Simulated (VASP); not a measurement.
Write the native input for VASP 6.6.1 that does the following.

| Property | Result |
| --- | --- |
| Task | single point |
| Functional | LDA |
| Potentials or basis | VASP PAW LDA potentials, release 64 (Hf_pv, B) |
| Cutoff | 520 eV |
| k mesh | 15 × 15 × 15 |
| Occupations | fermi-dirac, width 0.05 eV |
| Spin | no spin polarisation |
| Dipole correction | no |
| Further INCAR settings | ALGO = Normal; EDIFF = 1e-06; NBANDS = 14 |

The structure of HfB lies in POSCAR:

```
HfB
1.0
    0.0000000000      2.2869000000      2.3100000000
    2.2869000000      0.0000000000      2.3100000000
    2.2869000000      2.2869000000      0.0000000000
Hf B
1 1
Direct
    0.5000000000      0.5000000000      0.5000000000
    0.0000000000      0.0000000000      0.0000000000
```

This cell differs from its parent crystal: equal xx and yy strain of -1 %.

One way to write it, as run:

INCAR

```
SYSTEM = HfB
PREC     = Accurate       ! precision mode
ENCUT    = 520            ! plane-wave cutoff, eV
EDIFF    = 1E-6           ! SCF threshold, eV
ISMEAR   = -1             ! smearing method
SIGMA    = 0.05           ! smearing width, eV
LREAL    = .False.        ! projectors in reciprocal space
LASPH    = .True.         ! aspherical terms in the spheres
NELM     = 60             ! most SCF steps
ALGO     = Normal         ! electronic algorithm
ISIF     = 2              ! what is computed and relaxed
LWAVE    = .False.        ! write WAVECAR
LCHARG   = .True.         ! write CHGCAR
GGA      = CA             ! functional
LELF     = .True.         ! ELF
LVHAR    = .True.       
NBANDS   = 14             ! bands
```

KPOINTS

```
regular mesh
0
Gamma
  15 15 15
  0 0 0
```

Potentials or basis: VASP PAW LDA potentials, release 64 (Hf_pv, B).

Command:

```console
$ cat potpaw_LDA.64/Hf_pv/POTCAR potpaw_LDA.64/B/POTCAR > POTCAR
$ mpirun -np 1 vasp_std > vasp.out
```

It gave:

* Pressure: 25.5 GPa
* Band gap on the k mesh: zero (an odd number of electrons rules out a gap without spin polarisation)

Caveat: the cell differs from its parent crystal (equal xx and yy strain of -1 %); the cell stands under pressure; spin-orbit coupling is left out, which moves the levels of the heavy elements.

Wall time 34 s on 1 thread of AMD EPYC 9R45 96-Core Processor (Zen 5), on a shared host, peak memory 0.18 GiB.
